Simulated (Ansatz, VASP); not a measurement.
One calculation of Hf, two programs

```
CELL_PARAMETERS angstrom
4.27661 0.00000 0.00000
0.00000 4.27661 0.00000
0.00000 0.00000 4.27661
ATOMIC_POSITIONS crystal
Hf 0.00000 0.50000 0.50000
Hf 0.50000 0.00000 0.50000
Hf 0.50000 0.50000 0.00000
```

Alike in both runs: task relaxation of cell and atoms; functional PBE; k mesh 12 × 12 × 12; occupations gaussian, width 0.1 eV; no spin polarisation.

```csv
,VASP,Ansatz
version,VASP 6.6.1,Ansatz 0.2.0
potentials or method,"VASP PAW PBE potentials, release 64 (Hf_pv), cutoff 600 eV","scalar-relativistic, plane waves, PAW"
valence electrons in the cell,30,78
```

|  | VASP | Ansatz | Ansatz less VASP |
| --- | --- | --- | --- |
| gap on the k mesh at the Fermi level, each at its own relaxed structure (eV) | none | none | - |
| relaxed volume (Å³/atom) | 25.89 | 25.98 | +0.092 |
| relaxed length of the cell vector where the two differ most in proportion (Å) | 4.267 | 4.272 | +0.0050 |

A gap of «none» marks a metal or a gap that the smearing closes. VASP's potentials hold 30 valence electrons a cell and Ansatz's 78, so a difference there can come from the potentials and not from the codes.

Neither program's run includes spin-orbit coupling.
